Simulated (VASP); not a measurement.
# InP (F-43m) in VASP: notebook

Runs on InP. Level: PBE. Tasks: single point.

Program: VASP 6.6.1. These are calculated values, not measurements. Logs are shortened: lines on timing, memory, paths and dates and some standing lists are left out, and cuts for length are marked.

### 1 The cell of the first run

The structure is cubic, space group F-43m (No. 216). Conventional cell: a = 5.908 Å, b = 5.908 Å, c = 5.908 Å, α = 90.00°, β = 90.00°, γ = 90.00°. Within 3.4 Å of In (site symmetry -43m) lie 4 P at 2.56 Å. Within 3.4 Å of P (site symmetry -43m) lie 4 In at 2.56 Å.

### 2 Single point, PBE

File INCAR:

```
SYSTEM = InP
PREC = Accurate
ENCUT = 500
EDIFF = 1E-6
ISMEAR = -1
SIGMA = 0.01
LREAL = .FALSE.
LASPH = .TRUE.
NELM = 120
ALGO = Normal
ISIF = 2
LWAVE = .FALSE.
LCHARG = .TRUE.
GGA = PE
LELF = .TRUE.
LVHAR = .TRUE.
NBANDS = 16
GGA_COMPAT = .FALSE.
```

File KPOINTS:

```
regular mesh
0
G
  4 4 4
  0 0 0
```

File POSCAR:

```
InP
1.0
    0.0000000000      2.9541317350      2.9541317350
    2.9541317350      0.0000000000      2.9541317350
    2.9541317350      2.9541317350      0.0000000000
In P
1 1
Direct
    0.0000000000      0.0000000000      0.0000000000
    0.7500000000      0.7500000000      0.7500000000
```

Potentials or basis: VASP PAW PBE potentials, release 64 (In_d, P).

Run with:

```sh
$ cat potpaw_PBE.64/In_d/POTCAR potpaw_PBE.64/P/POTCAR > POTCAR
$ mpirun -np 1 vasp_std > vasp.out
```

OUTCAR:

```text
SYSTEM = InP
   PREC = Accurate
   ENCUT = 500
   EDIFF = 1E-6
   ISMEAR = -1
   LREAL = .FALSE.
   LASPH = .TRUE.
   NELM = 120
   ISIF = 2
   GGA = PE

 ion  position               nearest neighbor table
   1  0.000  0.000  0.000-   2 2.56   2 2.56   2 2.56   2 2.56
   2  0.750  0.750  0.750-   1 2.56   1 2.56   1 2.56   1 2.56

  LATTYP: Found a face centered cubic cell.
 ALAT       =     5.9082634700

  Lattice vectors:

 A1 = (   0.0000000000,   2.9541317350,   2.9541317350)
 A2 = (   2.9541317350,   0.0000000000,   2.9541317350)
 A3 = (   2.9541317350,   2.9541317350,   0.0000000000)

Analysis of symmetry for initial positions (statically):
=====================================================================
 Subroutine PRICEL returns:
 Original cell was already a primitive cell.

 Routine SETGRP: Setting up the symmetry group for a
 face centered cubic supercell.

 Subroutine GETGRP returns: Found 24 space group operations
 (whereof 24 operations were pure point group operations)
 out of a pool of 48 trial point group operations.

The static configuration has the point symmetry T_d .

Analysis of symmetry for dynamics (positions and initial velocities):
=====================================================================
 Subroutine PRICEL returns:
 Original cell was already a primitive cell.

 Routine SETGRP: Setting up the symmetry group for a
 face centered cubic supercell.

 Subroutine GETGRP returns: Found 24 space group operations
 (whereof 24 operations were pure point group operations)
 out of a pool of 48 trial point group operations.

The dynamic configuration has the point symmetry T_d .

 Subroutine INISYM returns: Found 24 space group operations
 (whereof 24 operations are pure point group operations),
 and found     1 'primitive' translations

----------------------------------------------------------------------------------------

                                     Primitive cell

  volume of cell :      51.5608

  direct lattice vectors                    reciprocal lattice vectors
     0.000000000  2.954131735  2.954131735    -0.169254470  0.169254470  0.169254470
     2.954131735  0.000000000  2.954131735     0.169254470 -0.169254470  0.169254470
     2.954131735  2.954131735  0.000000000     0.169254470  0.169254470 -0.169254470

  length of vectors
     4.177773165  4.177773165  4.177773165     0.293157341  0.293157341  0.293157341

  position of ions in fractional coordinates (direct lattice)
     0.000000000  0.000000000  0.000000000
     0.750000000  0.750000000  0.750000000

  ion indices of the primitive-cell ions
   primitive index   ion index
                 1           1
                 2           2

----------------------------------------------------------------------------------------

 KPOINTS: regular mesh

Automatic generation of k-mesh.
 Grid dimensions read from file:
 generate k-points for:    4    4    4

 Generating k-lattice:

  Cartesian coordinates                     Fractional coordinates (reciprocal lattice)
    -0.042313617  0.042313617  0.042313617     0.250000000  0.000000000  0.000000000
     0.042313617 -0.042313617  0.042313617     0.000000000  0.250000000  0.000000000
     0.042313617  0.042313617 -0.042313617     0.000000000  0.000000000  0.250000000

  Length of vectors
     0.073289335  0.073289335  0.073289335

  Shift w.r.t. Gamma in fractional coordinates (k-lattice)
     0.000000000  0.000000000  0.000000000

 Subroutine IBZKPT returns following result:
 ===========================================

 Found      8 irreducible k-points:

 Following reciprocal coordinates:
            Coordinates               Weight
  0.000000  0.000000  0.000000      1.000000
  0.250000  0.000000  0.000000      8.000000
  0.500000  0.000000  0.000000      4.000000
  0.250000  0.250000  0.000000      6.000000
  0.500000  0.250000  0.000000     24.000000
 -0.250000  0.250000  0.000000     12.000000
  0.500000  0.500000  0.000000      3.000000
 -0.250000  0.500000  0.250000      6.000000
   k-points           NKPTS =      8   k-points in BZ     NKDIM =      8   number of bands    NBANDS=     16
   number of dos      NEDOS =    301   number of ions     NIONS =      2
   total plane-waves  NPLWV =  27000
   dimension x,y,z NGX =    30 NGY =   30 NGZ =   30
   dimension x,y,z NGXF=    60 NGYF=   60 NGZF=   60
   ions per type =               1   1
   NGX,Y,Z   is equivalent  to a cutoff of  11.94, 11.94, 11.94 a.u.
   NGXF,Y,Z  is equivalent  to a cutoff of  23.88, 23.88, 23.88 a.u.
 SYSTEM =  InP
   PREC   = accura    normal or accurate (medium, high low for compatibility)
   ISTART =      0    job   : 0-new  1-cont  2-samecut
   ICHARG =      2    charge: 1-file 2-atom 10-const
   ISPIN  =      1    spin polarized calculation?
   LNONCOLLINEAR =      F non collinear calculations
   LSORBIT =      F    spin-orbit coupling
   LASPH  =      T    aspherical Exc in radial PAW
   ENCUT  =  500.0 eV  36.75 Ry    6.06 a.u.   7.62  7.62  7.62*2*pi/ulx,y,z
   NELM   =    120;   NELMIN=  2; NELMDL= -5     # of ELM steps
   EDIFF  = 0.1E-05   stopping-criterion for ELM
   LREAL  =      F    real-space projection
   EDIFFG = 0.1E-04   stopping-criterion for IOM
   NSW    =      0    number of steps for IOM
   IBRION =     -1    ionic relax: 0-MD 1-quasi-New 2-CG
   NFREE  =      0    steps in history (QN), initial steepest desc. (CG)
   ISIF   =      2    stress and relaxation
   ISYM   =      2    0-nonsym 1-usesym 2-fastsym
   POTIM  = 0.5000    time-step for ionic-motion
   TEBEG  =    0.0;   TEEND  =   0.0 temperature during run
   PSTRESS=    0.0 pullay stress
   NELECT =      18.0000    total number of electrons
   NUPDOWN=      -1.0000    fix difference up-down
   EMIN   =  10.00;   EMAX   =-10.00  energy-range for DOS
   EFERMI =   0.00;   METHOD = LEGACY
   ISMEAR =    -1;   SIGMA  =   0.01  broadening in eV -4-tet -1-fermi 0-gaus
   EFERMI_NEDOS =   21; number of points for ismear=-14 and -15
   IALGO  =     38    algorithm
   IMIX   =      4    mixing-type and parameters
     AMIX     =   0.40;   BMIX     =  1.00
     AMIX_MAG =   1.60;   BMIX_MAG =  1.00
  volume/ion in A,a.u.               =      25.78       173.97
  Fermi-wavevector in a.u.,A,eV,Ry     =   1.152725  2.178335 18.079089  1.328776
  Thomas-Fermi vector in A             =   2.289374
   LORBIT       =      0    0 simple, 1 ext, 2 COOP (PROOUT), +10 PAW based schemes
   GGA     = PE    functional components
   LHFCALC =     F    Hartree Fock is set to
   AEXX    =    0.0000 exact exchange contribution
   IVDW    =     0    specifies the selected vdW correction
   LEPSILON=     F    determine dielectric tensor
   LRPA    =     F    only Hartree local field effects (RPA)
 non-spin polarized calculation
  energy-cutoff  :      500.00
  volume of cell :       51.56
 maximum number of plane-waves:      1363
   NGX = 15   NGY = 15   NGZ = 15

 number of electron      17.9999996 magnetization

 Free energy of the ion-electron system (eV)
  ---------------------------------------------------
  ext. energy  EPLUGINS =         0.00000000
  ---------------------------------------------------
  free energy    TOTEN  =        -8.29227681 eV

  energy without entropy =       -8.29227681  energy(sigma->0) =       -8.29227681

 E-fermi :   5.2103     XC(G=0):  -9.1566

 val. band max:        4.9732013640   @ k =   0.0000   0.0000   0.0000
 cond. band min:       5.5394928910   @ k =   0.0000   0.0000   0.0000
 fundamental gap:      0.5662915270
 Fermi energy:         5.2103496472

 k-point     1 :       0.0000    0.0000    0.0000
  band No.  band energies     occupation
      1      -9.2158      2.00000
      2      -9.2158      2.00000
      3      -9.2158      2.00000
      4      -9.0776      2.00000
      5      -9.0776      2.00000
      6      -6.3868      2.00000
[... 8 lines left out ...]
     15      14.3600      0.00000
     16      14.3600      0.00000

 k-point     2 :       0.2500    0.0000    0.0000
  band No.  band energies     occupation
      1      -9.2704      2.00000
      2      -9.1944      2.00000
      3      -9.1944      2.00000
      4      -9.0750      2.00000
      5      -9.0750      2.00000
      6      -5.7360      2.00000
[... 8 lines left out ...]
     15      13.5151      0.00000
     16      14.0410      0.00000

 k-point     3 :       0.5000    0.0000    0.0000
  band No.  band energies     occupation
      1      -9.3211      2.00000
      2      -9.1802      2.00000
      3      -9.1802      2.00000
      4      -9.0649      2.00000
      5      -9.0649      2.00000
      6      -4.7366      2.00000
[... 8 lines left out ...]
     15      15.5382      0.00000
     16      15.5382      0.00000

 k-point     4 :       0.2500    0.2500    0.0000
  band No.  band energies     occupation
      1      -9.3073      2.00000
      2      -9.1689      2.00000
      3      -9.1689      2.00000
      4      -9.0985      2.00000
      5      -9.0614      2.00000
      6      -5.5205      2.00000
[... 8 lines left out ...]
     15      14.9022      0.00000
     16      16.9007      0.00000

 k-point     5 :       0.5000    0.2500    0.0000
  band No.  band energies     occupation
      1      -9.3432      2.00000
      2      -9.1590      2.00000
      3      -9.1476      2.00000
      4      -9.0954      2.00000
      5      -9.0579      2.00000
      6      -4.4840      2.00000
[... 8 lines left out ...]
     15      15.6671      0.00000
     16      16.8101      0.00000

 k-point     6 :      -0.2500    0.2500    0.0000
  band No.  band energies     occupation
      1      -9.3165      2.00000
      2      -9.1738      2.00000
      3      -9.1668      2.00000
      4      -9.0784      2.00000
      5      -9.0725      2.00000
      6      -4.8557      2.00000
[... 8 lines left out ...]
     15      15.2285      0.00000
     16      16.7044      0.00000

 k-point     7 :       0.5000    0.5000    0.0000
  band No.  band energies     occupation
      1      -9.3832      2.00000
      2      -9.1235      2.00000
      3      -9.1200      2.00000
      4      -9.1200      2.00000
      5      -9.0453      2.00000
      6      -4.1053      2.00000
[... 8 lines left out ...]
     15      15.7032      0.00000
     16      16.7010      0.00000

 k-point     8 :      -0.2500    0.5000    0.2500
  band No.  band energies     occupation
      1      -9.3517      2.00000
      2      -9.1610      2.00000
      3      -9.1276      2.00000
      4      -9.0958      2.00000
      5      -9.0635      2.00000
      6      -4.0342      2.00000
[... 8 lines left out ...]
     15      16.1691      0.00000
     16      16.8877      0.00000

------------------------ aborting loop because EDIFF is reached ----------------------------------------

  FORCE on cell =-STRESS in cart. coord.  units (eV):
  Direction    XX          YY          ZZ          XY          YZ          ZX
  --------------------------------------------------------------------------------------
  -------------------------------------------------------------------------------------
  Total        0.5617202      0.5617202      0.5617202      0.0000000     -0.0000000      0.0000000
  in kB       17.4546460     17.4546460     17.4546460      0.0000000     -0.0000000      0.0000000
  external PRESSURE =      17.4546460 kB  Pullay stress =       0.0000000 kB

 VOLUME and BASIS-vectors are now :
 -----------------------------------------------------------------------------
  energy-cutoff  :      500.00
  volume of cell :       51.56
      direct lattice vectors                 reciprocal lattice vectors
     0.000000000  2.954131735  2.954131735    -0.169254470  0.169254470  0.169254470
     2.954131735  0.000000000  2.954131735     0.169254470 -0.169254470  0.169254470
     2.954131735  2.954131735  0.000000000     0.169254470  0.169254470 -0.169254470

 POSITION                                       TOTAL-FORCE (eV/Angst)
 -----------------------------------------------------------------------------------
      0.00000      0.00000      0.00000        -0.000000      0.000000     -0.000000
      4.43120      4.43120      4.43120         0.000000     -0.000000      0.000000
 -----------------------------------------------------------------------------------
    total drift:                               -0.000000     -0.000000      0.000000

  FREE ENERGIE OF THE ION-ELECTRON SYSTEM (eV)
  ---------------------------------------------------
  free  energy   TOTEN  =        -8.2922768098 eV

  energy  without entropy=       -8.2922768098  energy(sigma->0) =       -8.29227681
```

It took 6.8 s on 1 thread of AMD EPYC 7R13 (Zen 3), shared host; peak memory 0.13 GiB.

What came out:

* Free energy: -8.2923 eV
* Pressure: 1.7 GPa
* Band gap on the k mesh: 0.57 eV

Levels at points of the mesh, in eV from the valence-band top:
| k point | band 7 | band 8 | band 9 | band 10 | band 11 | band 12 |
| --- | --- | --- | --- | --- | --- | --- |
| (0.00, 0.00, 0.00) | 0.00 | 0.00 | 0.00 | 0.57 | 4.06 | 4.06 |
| (0.50, 0.00, 0.00) | -5.62 | -0.94 | -0.94 | 1.42 | 4.78 | 4.78 |
| (0.50, 0.50, 0.00) | -5.67 | -2.25 | -2.25 | 1.78 | 2.25 | 9.07 |

Caveat: the k points lie up to 0.46 Å⁻¹ apart; semilocal functionals underestimate gaps, and a narrow one can read as zero; spin-orbit coupling is left out, which moves the levels of the heavy elements.

### 3 Single point, PBE

File INCAR:

```
SYSTEM = InP
PREC = Accurate ; ENCUT = 500
EDIFF = 1E-6 ; ISMEAR = -1
SIGMA = 0.01 ; LREAL = .FALSE.
LASPH = .TRUE. ; NELM = 120
ALGO = Normal ; ISIF = 2
LWAVE = .FALSE. ; LCHARG = .FALSE.
GGA = PE ; NBANDS = 16
GGA_COMPAT = .FALSE.
```

File KPOINTS:

```
Automatic mesh
0
G
  8 8 8
  0 0 0
```

File POSCAR:

```
InP
1.0
    0.0000000000      2.9541317352      2.9541317352
    2.9541317352      0.0000000000      2.9541317352
    2.9541317352      2.9541317352      0.0000000000
In P
1 1
Direct
    0.0000000000      0.0000000000      0.0000000000
    0.7500000000      0.7500000000      0.7500000000
```

Potentials or basis: VASP PAW PBE potentials, release 64 (In_d, P).

Run with:

```sh
$ cat potpaw_PBE.64/In_d/POTCAR potpaw_PBE.64/P/POTCAR > POTCAR
$ mpirun -np 1 vasp_std > vasp.out
```

OUTCAR:

```text
SYSTEM = InP
   PREC = Accurate
   ENCUT = 500
   EDIFF = 1E-6
   ISMEAR = -1
   LREAL = .FALSE.
   LASPH = .TRUE.
   NELM = 120
   ISIF = 2
   GGA = PE

 ion  position               nearest neighbor table
   1  0.000  0.000  0.000-   2 2.56   2 2.56   2 2.56   2 2.56
   2  0.750  0.750  0.750-   1 2.56   1 2.56   1 2.56   1 2.56

  LATTYP: Found a face centered cubic cell.
 ALAT       =     5.9082634704

  Lattice vectors:

[... 641 lines left out ...]

------------------------ aborting loop because EDIFF is reached ----------------------------------------

  FORCE on cell =-STRESS in cart. coord.  units (eV):
  Direction    XX          YY          ZZ          XY          YZ          ZX
  --------------------------------------------------------------------------------------
  -------------------------------------------------------------------------------------
  Total        0.5065616      0.5065616      0.5065616      0.0000000     -0.0000000      0.0000000
  in kB       15.7406722     15.7406722     15.7406722      0.0000000     -0.0000000      0.0000000
  external PRESSURE =      15.7406722 kB  Pullay stress =       0.0000000 kB

 VOLUME and BASIS-vectors are now :
 -----------------------------------------------------------------------------
  energy-cutoff  :      500.00
  volume of cell :       51.56
      direct lattice vectors                 reciprocal lattice vectors
     0.000000000  2.954131735  2.954131735    -0.169254470  0.169254470  0.169254470
     2.954131735  0.000000000  2.954131735     0.169254470 -0.169254470  0.169254470
     2.954131735  2.954131735  0.000000000     0.169254470  0.169254470 -0.169254470

 POSITION                                       TOTAL-FORCE (eV/Angst)
 -----------------------------------------------------------------------------------
      0.00000      0.00000      0.00000         0.000000      0.000000      0.000000
      4.43120      4.43120      4.43120        -0.000000     -0.000000     -0.000000
 -----------------------------------------------------------------------------------
    total drift:                               -0.000000     -0.000000      0.000000

  FREE ENERGIE OF THE ION-ELECTRON SYSTEM (eV)
  ---------------------------------------------------
  free  energy   TOTEN  =        -8.3996002337 eV

  energy  without entropy=       -8.3996002337  energy(sigma->0) =       -8.39960023
```

OSZICAR:

```text
N       E                     dE             d eps       ncg     rms          rms(c)
DAV:   1     0.111625871148E+03    0.11163E+03   -0.82366E+03   936   0.122E+03
DAV:   2    -0.143065686411E+01   -0.11306E+03   -0.10805E+03  1080   0.299E+02
DAV:   3    -0.861757266275E+01   -0.71869E+01   -0.71537E+01  1144   0.735E+01
DAV:   4    -0.880206549490E+01   -0.18449E+00   -0.18444E+00  1208   0.129E+01
DAV:   5    -0.881150465320E+01   -0.94392E-02   -0.94390E-02  1352   0.253E+00    0.546E+00
DAV:   6    -0.842503984981E+01    0.38646E+00   -0.62001E-01  1504   0.125E+01    0.329E+00
DAV:   7    -0.839823772828E+01    0.26802E-01   -0.15527E-01  1328   0.305E+00    0.124E+00
DAV:   8    -0.839874246308E+01   -0.50473E-03   -0.14853E-02  1136   0.143E+00    0.297E-01
DAV:   9    -0.839938031239E+01   -0.63785E-03   -0.13099E-03  1200   0.395E-01    0.148E-01
DAV:  10    -0.839952286239E+01   -0.14255E-03   -0.22662E-04  1376   0.184E-01    0.974E-02
DAV:  11    -0.839960043686E+01   -0.77574E-04   -0.10952E-04  1112   0.865E-02    0.377E-02
DAV:  12    -0.839960023366E+01    0.20320E-06   -0.75185E-06  1152   0.291E-02
   1 F= -.83996002E+01 E0= -.83996002E+01  d E =-.240290E-12
```

stdout:

```text
POSCAR found type information on POSCAR InP
 POSCAR found :  2 types and       2 ions
 scaLAPACK will be used
 LDA part: xc-table for (Slater+PW92), standard interpolation
 POSCAR, INCAR and KPOINTS ok, starting setup
 FFT: planning ... GRIDC
 FFT: planning ... GRID_SOFT
 FFT: planning ... GRID
 WAVECAR not read
 entering main loop
```

Wall time 16 s (1 thread of AMD EPYC 7R13 (Zen 3), shared host); peak memory 0.14 GiB.

What came out:

* Free energy: -8.3996 eV
* Pressure: 1.6 GPa
* Band gap on the k mesh: 0.58 eV

Caveat: semilocal functionals underestimate gaps, and a narrow one can read as zero; spin-orbit coupling is left out, which moves the levels of the heavy elements.
